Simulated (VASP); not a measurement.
Wanted: the native input for a VASP 6.6.1 run.

| Quantity | Value |
| --- | --- |
| Task | single point |
| Functional | r2SCAN |
| Potentials or basis | VASP PAW PBE potentials, release 64 (Yb, B) |
| Cutoff | 520 eV |
| k mesh | 5 × 5 × 4 |
| Occupations | fermi-dirac, width 0.05 eV |
| Spin | collinear spin, ferromagnetic start |
| Starting moments | [1.0, 0.0, 0.0] μB |
| Dipole correction | no |
| Further INCAR settings | ALGO = Normal; EDIFF = 1e-06; NBANDS = 26 |

Crystal: YbB2.

```
Yb B
1.0
     3.25030    0.00000    0.00000
    -1.62515    2.81484    0.00000
     0.00000    0.00000    3.73150
Yb B
1 2
Direct
  0.00000 0.00000 0.00000
  0.66667 0.33333 0.50000
  0.33333 0.66667 0.50000
```

The input as run:

POSCAR

```
YbB2
1.0
    3.2503000000      0.0000000000      0.0000000000
   -1.6251500000      2.8148423699      0.0000000000
    0.0000000000      0.0000000000      3.7315000000
Yb B
1 2
Direct
    0.0000000000      0.0000000000      0.0000000000
    0.6666666667      0.3333333333      0.5000000000
    0.3333333333      0.6666666667      0.5000000000
```

INCAR.step1

```
ALGO     = Normal         # electronic algorithm
EDIFF    = 1E-4           # SCF threshold, eV
ENCUT    = 520            # plane-wave cutoff, eV
GGA      = PE             # functional
ISMEAR   = -1             # smearing method
ISPIN    = 2              # spin polarisation
LASPH    = T              # aspherical terms in the spheres
LCHARG   = F              # write CHGCAR
LMAXMIX  = 6              # l up to which the mixer works
LREAL    = F              # projectors in reciprocal space
LWAVE    = T              # write WAVECAR
MAGMOM   = 1 0 0          # initial moments
NBANDS   = 26             # bands
NELM     = 150            # most SCF steps
PREC     = Accurate       # precision mode
SIGMA    = 0.05           # smearing width, eV
```

INCAR.step2

```
ALGO     = Normal         # electronic algorithm
EDIFF    = 1E-6           # SCF threshold, eV
ENCUT    = 520            # plane-wave cutoff, eV
ISIF     = 2              # what is computed and relaxed
ISMEAR   = -1             # smearing method
ISPIN    = 2              # spin polarisation
ISTART   = 1            
LASPH    = T              # aspherical terms in the spheres
LCHARG   = F              # write CHGCAR
LMAXMIX  = 6              # l up to which the mixer works
LMIXTAU  = T            
LORBIT   = 11             # projections on sites
LREAL    = F              # projectors in reciprocal space
LWAVE    = F              # write WAVECAR
MAGMOM   = 1 0 0          # initial moments
METAGGA  = R2SCAN         # meta-GGA
NBANDS   = 26             # bands
NELM     = 150            # most SCF steps
PREC     = Accurate       # precision mode
SIGMA    = 0.05           # smearing width, eV
```

KPOINTS

```
k-points
0
Gamma
  5 5 4
```

Potentials or basis: VASP PAW PBE potentials, release 64 (Yb, B).

The run is started by

```console
$ cat potpaw_PBE.64/Yb/POTCAR potpaw_PBE.64/B/POTCAR > POTCAR
$ cp INCAR.step1 INCAR
$ mpirun -np 1 vasp_std > vasp.out
$ cp INCAR.step2 INCAR
$ mpirun -np 1 vasp_std > vasp.out
```

It gave:

```json
{
 "Pressure": "2.1 GPa",
 "Net moment": "-0.51 μB per cell",
 "Site moments": "Yb -0.43; B -0.02 μB",
 "Valence electrons inside the program's atomic spheres": "Yb 22.23; B 1.85"
}
```

Caveat: the k points lie up to 0.45 Å⁻¹ apart; the PAW data sets were made with another functional, which shifts forces and pressure a little.

Run time: 8 min on 1 thread of AMD EPYC 7R43 64-Core Processor (Zen 3) (shared host), peak memory 0.15 GiB.
